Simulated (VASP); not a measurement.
Set up this calculation in VASP 6.6.1, as the native input.

```yaml
Task: single point
Functional: LDA
Potentials_or_basis: VASP PAW LDA potentials, release 64 (Ta_pv, N)
Cutoff: 600 eV
k_mesh: 10 × 10 × 10
Occupations: gaussian, width 0.05 eV
Spin: non-collinear spin, zero start, spin-orbit coupling
Starting_moments: "[[0.0, 0.0, 0.0], [0.0, 0.0, 0.0]] μB"
Dipole_correction: no
Further_INCAR_settings: ALGO = Normal; EDIFF = 1e-06; NBANDS = 28
```

The structure of TaN lies in POSCAR:

```
TaN
1.0
    0.0000000000      2.1790013101      2.1790013101
    2.1790013101      0.0000000000      2.1790013101
    2.1790013101      2.1790013101      0.0000000000
Ta N
1 1
Direct
    0.5000000000      0.5000000000      0.5000000000
    0.0000000000      0.0000000000      0.0000000000
```

The input as run:

INCAR

```
PREC     = Accurate       # precision mode
ENCUT    = 600            # plane-wave cutoff, eV
EDIFF    = 1E-6           # SCF threshold, eV
ISMEAR   = 0              # smearing method
SIGMA    = 0.05           # smearing width, eV
LREAL    = False          # projectors in reciprocal space
LASPH    = True           # aspherical terms in the spheres
NELM     = 200            # most SCF steps
ALGO     = Normal         # electronic algorithm
ISIF     = 2              # what is computed and relaxed
LWAVE    = False          # write WAVECAR
LCHARG   = False          # write CHGCAR
LNONCOLLINEAR= True           # non-collinear magnetism
MAGMOM   = 0 0 0 0 0 0    # initial moments
LORBIT   = 11             # projections on sites
LSORBIT  = True           # spin-orbit coupling
GGA_COMPAT= False        
LORBMOM  = True         
LMAXMIX  = 4              # l up to which the mixer works
GGA      = CA             # functional
NBANDS   = 28             # bands
```

KPOINTS

```
Automatic mesh
0
Gamma
  10 10 10
```

Potentials or basis: VASP PAW LDA potentials, release 64 (Ta_pv, N).

Run with:

```sh
$ cat potpaw_LDA.64/Ta_pv/POTCAR potpaw_LDA.64/N/POTCAR > POTCAR
$ mpirun -np 1 vasp_ncl > vasp.out
```

Results of the run:

- Pressure: 0.0 GPa
- Net moment: 0.00 μB per cell
- Valence electrons inside the program's atomic spheres: Ta 9.04; N 3.75

It took 66 s on 1 thread of Intel(R) Xeon(R) Platinum 8488C (Sapphire Rapids), with other jobs on the host, peak memory 0.22 GiB.
